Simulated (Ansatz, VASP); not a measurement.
**CO2: VASP beside Ansatz**

Contents of INCAR:

```
SYSTEM = CO2
ALGO = Normal
EDIFF = 1E-6
ENCUT = 520
GGA = PE
ISIF = 2
ISMEAR = 0
LASPH = .TRUE.
LCHARG = .FALSE.
LREAL = .FALSE.
LWAVE = .FALSE.
NBANDS = 44
NELM = 60
PREC = Accurate
SIGMA = 0.05
```

File KPOINTS:

```
k-points
0
G
  4 4 4
  0 0 0
```

The input POSCAR:

```
CO2
1.0
    6.3217654589      0.0000000000      0.0000000000
    0.0000000000      6.3217654589      0.0000000000
    0.0000000000      0.0000000000      5.7401630366
C O
4 8
Direct
    0.0000000000      0.0000000000      0.0000000000
    0.5000000000      0.0000000000      0.5000000000
    0.5000000000      0.5000000000      0.0000000000
    0.0000000000      0.5000000000      0.5000000000
    0.1114834447      0.1114834447      0.1114834447
    0.3885165553      0.8885165553      0.6114834447
    0.6114834447      0.3885165553      0.8885165553
    0.8885165553      0.6114834447      0.3885165553
    0.8885165553      0.8885165553      0.8885165553
    0.6114834447      0.1114834447      0.3885165553
    0.3885165553      0.6114834447      0.1114834447
    0.1114834447      0.3885165553      0.6114834447
```

Input for Ansatz:

```yaml
crystal:
  lattice:
    - [6.3217654589, 0.0, 0.0]
    - [0.0, 6.3217654589, 0.0]
    - [0.0, 0.0, 5.7401630366]
  atoms:
    - { symbol: C, position: [0.0, 0.0, 0.0] }
    - { symbol: C, position: [0.5, 0.0, 0.5] }
    - { symbol: C, position: [0.5, 0.5, 0.0] }
    - { symbol: C, position: [0.0, 0.5, 0.5] }
    - { symbol: O, position: [0.1114834447, 0.1114834447, 0.1114834447] }
    - { symbol: O, position: [0.3885165553, 0.8885165553, 0.6114834447] }
    - { symbol: O, position: [0.6114834447, 0.3885165553, 0.8885165553] }
    - { symbol: O, position: [0.8885165553, 0.6114834447, 0.3885165553] }
    - { symbol: O, position: [0.8885165553, 0.8885165553, 0.8885165553] }
    - { symbol: O, position: [0.6114834447, 0.1114834447, 0.3885165553] }
    - { symbol: O, position: [0.3885165553, 0.6114834447, 0.1114834447] }
    - { symbol: O, position: [0.1114834447, 0.3885165553, 0.6114834447] }
basis:
  ecutwfc: 520.0
kpoints:
  mp_grid: { grid: [4, 4, 4] }
hamiltonian:
  xc: pbe
scf:
  occupations: { method: gaussian, width: 0.05 }
output:
  forces: true
  stress: true
  eigenvalues: true
```

Alike in both runs: task single point; functional PBE; k mesh 4 × 4 × 4; occupations gaussian, width 0.05 eV; no spin polarisation.

|  | VASP | Ansatz |
| --- | --- | --- |
| version | VASP 6.6.1 | Ansatz 0.2.0 |
| potentials or method | VASP PAW PBE potentials, release 64 (C, O), cutoff 520 eV | scalar-relativistic, plane waves, PAW |
| valence electrons in the cell | 64 | 64 |

VASP gave:

* gap on the k mesh at the Fermi level (eV): 6.44
* least direct gap on the mesh (eV): 6.44
* pressure (GPa): -2.1
* traceless stress, the component that is largest in VASP (GPa): 0.41
* rms of the force components (eV/Å): 0.401

Q: Which values does Ansatz return?

A: gap on the k mesh at the Fermi level (eV): 6.46; least direct gap on the mesh (eV): 6.46; pressure (GPa): -3.2; traceless stress, the component that is largest in VASP (GPa): 0.56; rms of the force components (eV/Å): 0.670.

Atom by atom the forces differ by 0.269 eV/Å (rms over components). One of these differences is far larger than is usual between the two programs; its cause wasn't traced.

Noted on VASP's run: the standard files for N, O and F lose accuracy on very short bonds.
